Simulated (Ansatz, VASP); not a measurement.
# Two plane-wave programs on W

The input INCAR:

```
PREC = Accurate
ENCUT = 520
EDIFF = 1E-7
ISMEAR = -1
SIGMA = 0.1
LREAL = False
LASPH = True
NELM = 60
ALGO = Normal
ISIF = 2
LWAVE = False
LCHARG = False
GGA = CA
NBANDS = 13
```

Contents of KPOINTS:

```
regular mesh
0
Gamma
  4 4 4
```

The input POSCAR:

```
W
1.0
   -1.5676867250      1.5676867250      1.5676867250
    1.5676867250     -1.5676867250      1.5676867250
    1.5676867250      1.5676867250     -1.5676867250
W
1
Direct
    0.0000000000      0.0000000000      0.0000000000
```

Input for Ansatz:

```yaml
crystal:
  lattice:
    - [-1.567686725, 1.567686725, 1.567686725]
    - [1.567686725, -1.567686725, 1.567686725]
    - [1.567686725, 1.567686725, -1.567686725]
  atoms:
    - { symbol: W, position: [0.0, 0.0, 0.0] }
hamiltonian:
  xc: lda
  pseudopotentials:
    kind: paw
    azcp:
      W: "pseudopotentials/W.paw.azcp"
basis:
  ecutwfc: 420
  fft_grid_basis: typed
kpoints:
  mp_grid: { grid: [4, 4, 4], shift: [0, 0, 0] }
magnetization:
  spin_polarized: false
scf:
  occupations: { method: fermi_dirac, width: 0.1 }
  lower_state_search: "off"
output:
  stress: true
```

Alike in both runs: task single point; functional LDA; k mesh 4 × 4 × 4; occupations fermi-dirac, width 0.1 eV; no spin polarisation.

|  | VASP | Ansatz |
| --- | --- | --- |
| version | VASP 6.6.1 | Ansatz 0.2.0 |
| potentials or method | VASP PAW LDA potentials, release 64 (W_sv), cutoff 520 eV | plane waves (420 eV) with PAW, scalar-relativistic |
| valence electrons in the cell | 14 | 14 |

VASP gave:

| Quantity | Value |
| --- | --- |
| pressure (GPa) | 1.2 |

Problem. What did Ansatz give for the same quantities?

Solution. Pressure (GPa): -0.8.

Ansatz warns that its potentials were made for another functional, while VASP's fit it. LDA's correlation is that of Perdew and Zunger in VASP and of Perdew and Wang (1992) in Ansatz.

The k mesh is coarse, so the values compare programs but aren't converged. Neither program's run includes spin-orbit coupling.
